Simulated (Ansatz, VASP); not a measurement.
MgO: VASP beside Ansatz

Contents of INCAR:

```
ALGO = Normal
EDIFF = 1E-6
ENCUT = 600
GGA = CA
GGA_COMPAT = F
ISIF = 2
ISMEAR = 0
LASPH = T
LCHARG = F
LREAL = F
LWAVE = F
NBANDS = 11
NELM = 120
PREC = Accurate
SIGMA = 0.02
```

KPOINTS

```
k-points
0
Gamma
  10 10 10
```

Contents of POSCAR:

```
MgO
1.0
    0.0000000000      2.0378774223      2.0378774223
    2.0378774223      0.0000000000      2.0378774223
    2.0378774223      2.0378774223      0.0000000000
Mg O
1 1
Direct
    0.0000000000      0.0000000000      0.0000000000
    0.5000000000      0.5000000000      0.5000000000
```

Input for Ansatz:

```yaml
crystal:
  lattice:
    - [0.0, 2.0378774223, 2.0378774223]
    - [2.0378774223, 0.0, 2.0378774223]
    - [2.0378774223, 2.0378774223, 0.0]
  atoms:
    - { symbol: Mg, position: [0.0, 0.0, 0.0] }
    - { symbol: O, position: [0.5, 0.5, 0.5] }
basis:
  ecutwfc: 420
kpoints:
  mp_grid: { grid: [10, 10, 10] }
hamiltonian:
  xc: lda
  pseudopotentials: { kind: paw, azcp: { folder: soft_1 } }
scf:
  occupations: { method: gaussian, width: 0.02 }
output:
  forces: true
  stress: true
  eigenvalues: true
```

Alike in both runs: task single point; functional LDA; k mesh 10 × 10 × 10; occupations gaussian, width 0.02 eV; no spin polarisation.

|  | VASP | Ansatz |
| --- | --- | --- |
| version | VASP 6.6.1 | Ansatz 0.2.0 |
| potentials or method | VASP PAW LDA potentials, release 64 (Mg, O), cutoff 600 eV | scalar-relativistic, plane waves, PAW |
| valence electrons in the cell | 8 | 16 |

Ansatz gave:

```
gap on the k mesh at the Fermi level (eV) : 5.68
least direct gap on the mesh (eV)         : 5.68
pressure (GPa)                            : 12.1
```

Task: Which values does VASP return?

Result: gap on the k mesh at the Fermi level (eV): 5.68; least direct gap on the mesh (eV): 5.68; pressure (GPa): 9.9.

Ansatz warns that its potentials were made for another functional, while VASP's fit it. LDA's correlation is that of Perdew and Zunger in VASP and of Perdew and Wang (1992) in Ansatz. VASP's potentials hold 8 valence electrons a cell and Ansatz's 16, so a difference there can come from the potentials and not from the codes.
